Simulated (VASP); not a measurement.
# HfN (Fm-3m) in VASP: a series of runs, part 2 of 2

VASP 6.6.1.

### 4 Vibrations by perturbation theory, PBEsol

This run uses another cell than the first one, of 10.72 Å³/atom, 0.947 times its volume.

Input file INCAR:

```
SYSTEM = HfN
ALGO = Normal
EDIFF = 1E-8
ENCUT = 520
GGA = PS
IBRION = 8
ISIF = 2
ISMEAR = -1
LASPH = .TRUE.
LCHARG = .FALSE.
LREAL = .FALSE.
LWAVE = .FALSE.
NBANDS = 14
NELM = 60
NSW = 1
PREC = Accurate
SIGMA = 0.15
```

Input file KPOINTS:

```
k-points
0
G
  16 16 16
  0 0 0
```

Input file POSCAR:

```
HfN
1.0
    0.0000000000      2.2052149139      2.2052149139
    2.2052149139      0.0000000000      2.2052149139
    2.2052149139      2.2052149139      0.0000000000
Hf N
1 1
Direct
    0.0000000000      0.0000000000      0.0000000000
    0.5000000000      0.5000000000      0.5000000000
```

Potentials or basis: VASP PAW PBE potentials, release 64 (Hf_pv, N).

The run is started by

```sh
$ cat potpaw_PBE.64/Hf_pv/POTCAR potpaw_PBE.64/N/POTCAR > POTCAR
$ mpirun -np 1 vasp_std > vasp.out
```

OUTCAR:

```text
SYSTEM = HfN
   EDIFF = 1E-8
   ENCUT = 520
   GGA = PS
   IBRION = 8
   ISIF = 2
   ISMEAR = -1
   LASPH = .TRUE.
   LREAL = .FALSE.
   NELM = 60
   NSW = 1
   PREC = Accurate

 ion  position               nearest neighbor table
   1  0.000  0.000  0.000-   2 2.21   2 2.21   2 2.21   2 2.21   2 2.21   2 2.21
   2  0.500  0.500  0.500-   1 2.21   1 2.21   1 2.21   1 2.21   1 2.21   1 2.21

  LATTYP: Found a face centered cubic cell.
 ALAT       =     4.4104298278

  Lattice vectors:

 A1 = (   0.0000000000,   2.2052149139,   2.2052149139)
 A2 = (   2.2052149139,   0.0000000000,   2.2052149139)
 A3 = (   2.2052149139,   2.2052149139,   0.0000000000)

Analysis of symmetry for initial positions (statically):
=====================================================================
[... 638 lines left out ...]

------------------------ aborting loop because EDIFF is reached ----------------------------------------

 INTERNAL STRAIN TENSOR  FOR ION    2  DIRECTION 1   (eV/Angst):
 -----------------------------------------------------------------------------
     0.01772 -0.00000  0.00000
     0.00000 -0.01164 -0.00000
    -0.00000 -0.00000 -0.01164

 INTERNAL STRAIN TENSOR FOR ION    2 for displacements in x,y,z  (eV/Angst):
          X           Y           Z          XY          YZ          ZX
  --------------------------------------------------------------------------------
  x     0.00000     0.00000     0.00000     0.00000     0.00000     0.00000
  y     0.00000     0.00000     0.00000     0.00000     0.00000     0.00000
  z     0.00000     0.00000     0.00000     0.00000     0.00000     0.00000

 SECOND DERIVATIVES (NOT SYMMETRIZED)
 ------------------------------------
               1X          1Y          1Z          2X          2Y          2Z
  1X   -15.268971    0.000000    0.000000   15.268971    0.000000    0.000000
  1Y     0.000000  -15.268971    0.000000    0.000000   15.268971    0.000000
  1Z     0.000000    0.000000  -15.268971    0.000000    0.000000   15.268971
  2X    15.268987    0.000000    0.000000  -15.268987    0.000000    0.000000
  2Y     0.000000   15.268987    0.000000    0.000000  -15.268987    0.000000
  2Z     0.000000    0.000000   15.268987    0.000000    0.000000  -15.268987

 Eigenvectors and eigenvalues of the dynamical matrix
 ----------------------------------------------------

   1 f  =   16.954093 THz   106.525710 2PiTHz  565.527679 cm-1    70.116464 meV
             X         Y         Z           dx          dy          dz
      0.000000  0.000000  0.000000     0.000000    0.269696    0.000000
      2.205215  2.205215  2.205215     0.000000   -0.962946    0.000000
[... 21 lines left out ...]
   6 f/i=    0.000002 THz     0.000015 2PiTHz    0.000081 cm-1     0.000010 meV
             X         Y         Z           dx          dy          dz
      0.000000  0.000000  0.000000     0.000000    0.000000    0.962946
      2.205215  2.205215  2.205215     0.000000    0.000000    0.269696

--------------------------------------------------------------------------------------------------------

 ELASTIC MODULI CONTR FROM IONIC RELAXATION (kBar)
 Direction    XX          YY          ZZ          XY          YZ          ZX
 --------------------------------------------------------------------------------
 XX           0.0000      0.0000      0.0000      0.0000      0.0000      0.0000
 YY           0.0000      0.0000      0.0000      0.0000      0.0000      0.0000
 ZZ           0.0000      0.0000      0.0000      0.0000      0.0000      0.0000
 XY           0.0000      0.0000      0.0000      0.0000      0.0000      0.0000
 YZ           0.0000      0.0000      0.0000      0.0000      0.0000      0.0000
 ZX           0.0000      0.0000      0.0000      0.0000      0.0000      0.0000
 --------------------------------------------------------------------------------
```

OSZICAR:

```text
N       E                     dE             d eps       ncg     rms          rms(c)
DAV:   1     0.375650708763E+02    0.37565E+02   -0.78062E+03  4060   0.102E+03
DAV:   2    -0.237762594320E+02   -0.61341E+02   -0.57504E+02  5352   0.240E+02
[... 44 lines left out ...]
RMM:   8    -0.233354930478E+00   -0.26252E-05    0.15029E-08 17567   0.443E-04    0.519E-04
RMM:   9    -0.233355026402E+00   -0.95924E-07    0.81125E-09 17782   0.690E-05    0.755E-05
RMM:  10    -0.233354946355E+00    0.80047E-07    0.18046E-08 18357   0.112E-05    0.110E-05
RMM:  11    -0.233354930996E+00    0.15359E-07   -0.57478E-09 16614   0.347E-06    0.146E-05
RMM:  12    -0.233354945129E+00   -0.14132E-07   -0.28459E-09 13678   0.167E-06    0.153E-06
RMM:  13    -0.233354945812E+00   -0.68300E-09   -0.70020E-10  9195   0.108E-06    0.819E-07
 Linear response finished
```

stdout:

```text
POSCAR found type information on POSCAR HfN
 POSCAR found :  2 types and       2 ions
 scaLAPACK will be used
 -----------------------------------------------------------------------------
|                                                                             |
|                                                                             |
|     You enforced a specific xc type in the INCAR file but a different       |
|     I HOPE YOU KNOW WHAT YOU ARE DOING!                                     |
|                                                                             |
 -----------------------------------------------------------------------------

 LDA part: xc-table for (Slater+PW92), standard interpolation
 POSCAR, INCAR and KPOINTS ok, starting setup
 FFT: planning ... GRIDC
 FFT: planning ... GRID_SOFT
 FFT: planning ... GRID
 WAVECAR not read
 entering main loop
 Linear response reoptimize wavefunctions to high precision
 Linear response DOF=           2
 Linear response progress:
 first order change of Fermi-energy   0.82870E-04
 force on displaced ion       1 direction 1 : -15.269   0.000   0.000
 Linear response progress:
 first order change of Fermi-energy   0.71911E-04
 force on displaced ion       2 direction 1 : -15.269   0.000   0.000
 Linear response finished
```

Run time: 2.7 min. Hardware: 1 thread of AMD EPYC 9R45 (Zen 5), shared host; peak memory 0.33 GiB.

Results:

| Property | Result |
| --- | --- |
| Highest phonon frequency at Γ, LO-TO splitting left out | 566 cm⁻¹ |

Phonon frequencies in cm⁻¹ (negative: imaginary):
| q point | frequencies |
| --- | --- |
| (0.000, 0.000, 0.000) | 0 0 0 566 566 566 |

Caveat: the cell wasn't relaxed at this level first, which shifts response properties; the PAW data sets were made with another functional, which shifts forces and pressure a little; spin-orbit coupling is left out, which moves the levels of the heavy elements.
